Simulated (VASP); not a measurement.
# Cu (Fm-3m) in VASP: further runs

The runs below take Cu through single point, relaxation of cell and atoms, with PBE.

Everything below comes from runs of VASP 6.6.1. Logs are shortened: lines on timing, memory, paths and dates and some standing lists are left out, and cuts for length are marked.

### Step 1. The cell of the first run

Symmetry: Fm-3m, No. 225, cubic system. Conventional cell: a = 3.629 Å, b = 3.629 Å, c = 3.629 Å, α = 90.00°, β = 90.00°, γ = 90.00°. Cu (site symmetry m-3m) has 12 Cu at 2.57 Å within 3.4 Å.

### Step 2. Single point, PBE

INCAR

```
SYSTEM = Cu
ALGO = Normal ; EDIFF = 1E-6
ENCUT = 600 ; GGA = PE
GGA_COMPAT = .FALSE. ; ISIF = 2
ISMEAR = -1 ; LASPH = .TRUE.
LCHARG = .FALSE. ; LREAL = .FALSE.
LWAVE = .FALSE. ; NBANDS = 12
NELM = 120 ; PREC = Accurate
SIGMA = 0.08
```

KPOINTS

```
k-points
0
G
  19 19 19
  0 0 0
```

POSCAR

```
Cu
1.0
    0.0000000000      1.8145933008      1.8145933008
    1.8145933008      0.0000000000      1.8145933008
    1.8145933008      1.8145933008      0.0000000000
Cu
1
Direct
    0.0000000000      0.0000000000      0.0000000000
```

Potentials or basis: VASP PAW PBE potentials, release 64 (Cu).

Started as:

```bash
> cat potpaw_PBE.64/Cu/POTCAR > POTCAR
> mpirun -np 1 vasp_std > vasp.out
```

OUTCAR:

```text
SYSTEM = Cu
   EDIFF = 1E-6
   ENCUT = 600
   GGA = PE
   ISIF = 2
   ISMEAR = -1
   LASPH = .TRUE.
   LREAL = .FALSE.
   NELM = 120
   PREC = Accurate

 ion  position               nearest neighbor table
   1  0.000  0.000  0.000-

  LATTYP: Found a face centered cubic cell.
 ALAT       =     3.6291866016

  Lattice vectors:

 A1 = (   0.0000000000,   1.8145933008,   1.8145933008)
 A2 = (   1.8145933008,   0.0000000000,   1.8145933008)
 A3 = (   1.8145933008,   1.8145933008,   0.0000000000)

Analysis of symmetry for initial positions (statically):
=====================================================================
 Subroutine PRICEL returns:
 Original cell was already a primitive cell.

 Routine SETGRP: Setting up the symmetry group for a
 face centered cubic supercell.

 Subroutine GETGRP returns: Found 48 space group operations
 (whereof 48 operations were pure point group operations)
 out of a pool of 48 trial point group operations.

The static configuration has the point symmetry O_h .

Analysis of symmetry for dynamics (positions and initial velocities):
=====================================================================
 Subroutine PRICEL returns:
 Original cell was already a primitive cell.

 Routine SETGRP: Setting up the symmetry group for a
 face centered cubic supercell.

 Subroutine GETGRP returns: Found 48 space group operations
 (whereof 48 operations were pure point group operations)
 out of a pool of 48 trial point group operations.

The dynamic configuration has the point symmetry O_h .

 Subroutine INISYM returns: Found 48 space group operations
 (whereof 48 operations are pure point group operations),
 and found     1 'primitive' translations

----------------------------------------------------------------------------------------

                                     Primitive cell

  volume of cell :      11.9500

  direct lattice vectors                    reciprocal lattice vectors
     0.000000000  1.814593301  1.814593301    -0.275543837  0.275543837  0.275543837
     1.814593301  0.000000000  1.814593301     0.275543837 -0.275543837  0.275543837
     1.814593301  1.814593301  0.000000000     0.275543837  0.275543837 -0.275543837

  length of vectors
     2.566222456  2.566222456  2.566222456     0.477255925  0.477255925  0.477255925

  position of ions in fractional coordinates (direct lattice)
     0.000000000  0.000000000  0.000000000

  ion indices of the primitive-cell ions
   primitive index   ion index
                 1           1

----------------------------------------------------------------------------------------

 KPOINTS: k-points

Automatic generation of k-mesh.
 Grid dimensions read from file:
 generate k-points for:   19   19   19

 Generating k-lattice:

  Cartesian coordinates                     Fractional coordinates (reciprocal lattice)
    -0.014502307  0.014502307  0.014502307     0.052631579  0.000000000  0.000000000
     0.014502307 -0.014502307  0.014502307     0.000000000  0.052631579  0.000000000
     0.014502307  0.014502307 -0.014502307     0.000000000  0.000000000  0.052631579

  Length of vectors
     0.025118733  0.025118733  0.025118733

  Shift w.r.t. Gamma in fractional coordinates (k-lattice)
     0.000000000  0.000000000  0.000000000

 Subroutine IBZKPT returns following result:
 ===========================================

 Found    220 irreducible k-points:

 Following reciprocal coordinates:
            Coordinates               Weight
  0.000000  0.000000  0.000000      1.000000
  0.052632  0.000000  0.000000      8.000000
  0.105263  0.000000  0.000000      8.000000
  0.157895  0.000000  0.000000      8.000000
  0.210526  0.000000  0.000000      8.000000
  0.263158  0.000000  0.000000      8.000000
[... 16 lines left out ...]
 -0.315789  0.052632  0.000000     24.000000
 -0.263158  0.052632  0.000000     24.000000
 [... further k-points ...]
   k-points           NKPTS =    220   k-points in BZ     NKDIM =    220   number of bands    NBANDS=     12
   number of dos      NEDOS =    301   number of ions     NIONS =      1
   total plane-waves  NPLWV =  13824
   dimension x,y,z NGX =    24 NGY =   24 NGZ =   24
   dimension x,y,z NGXF=    48 NGYF=   48 NGZF=   48
   ions per type =               1
   NGX,Y,Z   is equivalent  to a cutoff of  15.55, 15.55, 15.55 a.u.
   NGXF,Y,Z  is equivalent  to a cutoff of  31.10, 31.10, 31.10 a.u.
 SYSTEM =  Cu
   PREC   = accura    normal or accurate (medium, high low for compatibility)
   ISTART =      0    job   : 0-new  1-cont  2-samecut
   ICHARG =      2    charge: 1-file 2-atom 10-const
   ISPIN  =      1    spin polarized calculation?
   LNONCOLLINEAR =      F non collinear calculations
   LSORBIT =      F    spin-orbit coupling
   LASPH  =      T    aspherical Exc in radial PAW
   ENCUT  =  600.0 eV  44.10 Ry    6.64 a.u.   5.13  5.13  5.13*2*pi/ulx,y,z
   NELM   =    120;   NELMIN=  2; NELMDL= -5     # of ELM steps
   EDIFF  = 0.1E-05   stopping-criterion for ELM
   LREAL  =      F    real-space projection
   EDIFFG = 0.1E-04   stopping-criterion for IOM
   NSW    =      0    number of steps for IOM
   IBRION =     -1    ionic relax: 0-MD 1-quasi-New 2-CG
   NFREE  =      0    steps in history (QN), initial steepest desc. (CG)
   ISIF   =      2    stress and relaxation
   ISYM   =      2    0-nonsym 1-usesym 2-fastsym
   POTIM  = 0.5000    time-step for ionic-motion
   TEBEG  =    0.0;   TEEND  =   0.0 temperature during run
   PSTRESS=    0.0 pullay stress
   NELECT =      11.0000    total number of electrons
   NUPDOWN=      -1.0000    fix difference up-down
   EMIN   =  10.00;   EMAX   =-10.00  energy-range for DOS
   EFERMI =   0.00;   METHOD = LEGACY
   ISMEAR =    -1;   SIGMA  =   0.08  broadening in eV -4-tet -1-fermi 0-gaus
   EFERMI_NEDOS =   21; number of points for ismear=-14 and -15
   IALGO  =     38    algorithm
   IMIX   =      4    mixing-type and parameters
     AMIX     =   0.40;   BMIX     =  1.00
     AMIX_MAG =   1.60;   BMIX_MAG =  1.00
  volume/ion in A,a.u.               =      11.95        80.64
  Fermi-wavevector in a.u.,A,eV,Ry     =   1.592513  3.009414 34.505720  2.536099
  Thomas-Fermi vector in A             =   2.690887
   LORBIT       =      0    0 simple, 1 ext, 2 COOP (PROOUT), +10 PAW based schemes
   GGA     = PE    functional components
   LHFCALC =     F    Hartree Fock is set to
   AEXX    =    0.0000 exact exchange contribution
   IVDW    =     0    specifies the selected vdW correction
   LEPSILON=     F    determine dielectric tensor
   LRPA    =     F    only Hartree local field effects (RPA)
 non-spin polarized calculation
  energy-cutoff  :      600.00
  volume of cell :       11.95
 maximum number of plane-waves:       415
 NGX is ok and might be reduce to    24
   NGX = 11   NGY = 11   NGZ = 11

 number of electron      10.9999998 magnetization

 Free energy of the ion-electron system (eV)
  ---------------------------------------------------
  ext. energy  EPLUGINS =         0.00000000
  ---------------------------------------------------
  free energy    TOTEN  =        -3.72969310 eV

  energy without entropy =       -3.72225713  energy(sigma->0) =       -3.72597511

 E-fermi :   7.4816     XC(G=0): -12.6586

 val. band max:        7.4654642530   @ k =  -0.3684   0.1579   0.0000
 cond. band min:       7.4938869037   @ k =  -0.3684   0.1579   0.0526
 fundamental gap:      0.0284226507
 Fermi energy:         7.4816487124

 k-point     1 :       0.0000    0.0000    0.0000
  band No.  band energies     occupation
      1      -1.8218      2.00000
      2       4.4436      2.00000
      3       4.4436      2.00000
      4       4.4436      2.00000
      5       5.2503      2.00000
      6       5.2503      2.00000
      7      29.9403      0.00000
      8      32.4933      0.00000
      9      32.4933      0.00000
     10      32.4933      0.00000
     11      34.9750      0.00000
     12      34.9750      0.00000

 k-point     2 :       0.0526    0.0000    0.0000
  band No.  band energies     occupation
      1      -1.7216      2.00000
      2       4.4225      2.00000
      3       4.4625      2.00000
      4       4.4625      2.00000
      5       5.2427      2.00000
      6       5.2427      2.00000
      7      29.3627      0.00000
      8      31.2186      0.00000
      9      32.1598      0.00000
     10      32.1598      0.00000
     11      35.4522      0.00000
     12      35.4522      0.00000

 k-point     3 :       0.1053    0.0000    0.0000
  band No.  band energies     occupation
      1      -1.4240      2.00000
      2       4.3646      2.00000
      3       4.5125      2.00000
      4       4.5125      2.00000
      5       5.2265      2.00000
      6       5.2265      2.00000
      7      27.1250      0.00000
      8      30.6298      0.00000
      9      31.5319      0.00000
     10      31.5319      0.00000
     11      36.4728      0.00000
     12      36.4728      0.00000
[... 286 lines left out ...]
 k-point    23 :      -0.3158    0.0526    0.0000
  band No.  band energies     occupation
      1       1.5927      2.00000
      2       4.3736      2.00000
      3       4.5074      2.00000
      4       4.5472      2.00000
      5       5.4589      2.00000
      6       5.7204      2.00000
      7      16.0406      0.00000
      8      27.0032      0.00000
      9      29.8521      0.00000
     10      30.8964      0.00000
     11      32.9748      0.00000
     12      34.7671      0.00000

 k-point    24 :      -0.2632    0.0526    0.0000
  band No.  band energies     occupation
      1       0.8315      2.00000
      2       4.1834      2.00000
      3       4.5663      2.00000
      4       4.6037      2.00000
      5       5.3052      2.00000
      6       5.5452      2.00000
      7      18.4011      0.00000
      8      27.1767      0.00000
      9      30.4549      0.00000
     10      31.5135      0.00000
     11      33.7472      0.00000
     12      35.0959      0.00000

 [... further k-points ...]
[... 5 lines left out ...]
  --------------------------------------------------------------------------------------
  -------------------------------------------------------------------------------------
  Total        0.0460460      0.0460460      0.0460460      0.0000000      0.0000000     -0.0000000
  in kB        6.1735444      6.1735444      6.1735444      0.0000000      0.0000000     -0.0000000
  external PRESSURE =       6.1735444 kB  Pullay stress =       0.0000000 kB

 VOLUME and BASIS-vectors are now :
 -----------------------------------------------------------------------------
  energy-cutoff  :      600.00
  volume of cell :       11.95
      direct lattice vectors                 reciprocal lattice vectors
     0.000000000  1.814593301  1.814593301    -0.275543837  0.275543837  0.275543837
     1.814593301  0.000000000  1.814593301     0.275543837 -0.275543837  0.275543837
     1.814593301  1.814593301  0.000000000     0.275543837  0.275543837 -0.275543837

 POSITION                                       TOTAL-FORCE (eV/Angst)
 -----------------------------------------------------------------------------------
      0.00000      0.00000      0.00000        -0.000000     -0.000000     -0.000000
 -----------------------------------------------------------------------------------
    total drift:                               -0.000000      0.000000     -0.000000

  FREE ENERGIE OF THE ION-ELECTRON SYSTEM (eV)
  ---------------------------------------------------
  free  energy   TOTEN  =        -3.7296930970 eV

  energy  without entropy=       -3.7222571279  energy(sigma->0) =       -3.72597511
```

It took 24 s on 1 thread of Intel Xeon 6975P-C, shared host; peak memory 0.17 GiB.

Results:

| Item | Value |
| --- | --- |
| Free energy | -3.7297 eV |
| Pressure | 0.6 GPa |

Levels at points of the mesh, in eV from the Fermi level:
```
           k point  band 3  band 4  band 5  band 6  band 7  band 8  band 9  band 10
(0.00, 0.00, 0.00)   -3.04   -3.04   -2.23   -2.23   22.46   25.01   25.01    25.01
```

### Step 3. Relaxation of cell and atoms, PBE

INCAR

```
SYSTEM = Cu
  PREC = Accurate
  ENCUT = 600
  EDIFF = 1E-7
  ISMEAR = -1
  SIGMA = 0.08
  LREAL = .FALSE.
  LASPH = .TRUE.
  NELM = 120
  ALGO = Normal
  ISIF = 3
  LWAVE = .FALSE.
  LCHARG = .FALSE.
  GGA = PE
  IBRION = 2
  NSW = 60
  EDIFFG = -0.005
  GGA_COMPAT = .FALSE.
  NELMIN = 4
```

KPOINTS

```
Automatic mesh
0
G
  19 19 19
  0 0 0
```

POSCAR is that of step 2.

Potentials or basis: VASP PAW PBE potentials, release 64 (Cu).

Started as:

```bash
> cat potpaw_PBE.64/Cu/POTCAR > POTCAR
> mpirun -np 1 vasp_std > vasp.out
```

It took 40 s on 1 thread of Intel Xeon 6975P-C, shared host; peak memory 0.17 GiB.

The run converged. Its results:

* Free energy: -3.7298 eV
* Relaxed volume: 12.00 Å³/atom
* Relaxed cell: a = 2.570 Å, b = 2.570 Å, c = 2.570 Å, α = 60.00°, β = 60.00°, γ = 60.00°
* Space group after relaxing (to 0.05 Å): Fm-3m (No. 225)
* Energy gained by relaxing: 0.1 meV/atom
* Ionic steps: 3
* Pressure after relaxing: 0.0 GPa

Final structure:
```yaml
crystal:
  lattice:
    - [0.00000, 1.81717, 1.81717]
    - [1.81717, 0.00000, 1.81717]
    - [1.81717, 1.81717, 0.00000]
  atoms:
    - { symbol: Cu, position: [0.00000, 0.00000, 0.00000] }
```

Levels at points of the mesh, in eV from the Fermi level:
```
           k point  band 2  band 3  band 4  band 5  band 6  band 7  band 8  band 9
(0.00, 0.00, 0.00)   -3.02   -3.02   -3.02   -2.22   -2.22   22.43   24.95   24.95
```
